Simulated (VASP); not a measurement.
A run of VASP 6.6.1:

File INCAR:

```
ALGO = Normal
EDIFF = 1E-6
ENCUT = 520
GGA = PE
ISIF = 2
ISMEAR = -1
LASPH = T
LCHARG = T
LELF = T
LREAL = F
LVHAR = T
LWAVE = F
NBANDS = 44
NELM = 100
PREC = Accurate
SIGMA = 0.02
```

The input KPOINTS:

```
k-points
0
Gamma
  4 4 4
```

The input POSCAR:

```
CS2
1.0
    5.6200000000      0.0000000000      0.0000000000
    0.0000000000      5.6200000000      0.0000000000
    0.0000000000      0.0000000000      5.6200000000
C S
4 8
Direct
    0.0000000000      0.0000000000      0.0000000000
    0.5000000000      0.0000000000      0.5000000000
    0.5000000000      0.5000000000      0.0000000000
    0.0000000000      0.5000000000      0.5000000000
    0.1584187701      0.1584187701      0.1584187701
    0.3415812299      0.8415812299      0.6584187701
    0.6584187701      0.3415812299      0.8415812299
    0.8415812299      0.6584187701      0.3415812299
    0.8415812299      0.8415812299      0.8415812299
    0.6584187701      0.1584187701      0.3415812299
    0.3415812299      0.6584187701      0.1584187701
    0.1584187701      0.3415812299      0.6584187701
```

Potentials or basis: VASP PAW PBE potentials, release 64 (C, S).

The run is started by

```console
$ cat potpaw_PBE.64/C/POTCAR potpaw_PBE.64/S/POTCAR > POTCAR
$ mpirun -np 1 vasp_std > vasp.out
```

Hardware: 1 thread of Intel(R) Xeon(R) Platinum 8259CL CPU @ 2.50GHz (Skylake/Cascade Lake), with other jobs on the host.

**Question.** How long does it take, and how much memory?

**Answer.** Wall time 90 s on 1 thread of Intel(R) Xeon(R) Platinum 8259CL CPU @ 2.50GHz (Skylake/Cascade Lake), on a shared host, peak memory 0.28 GiB. Counts: scf iterations 16, k points 11.
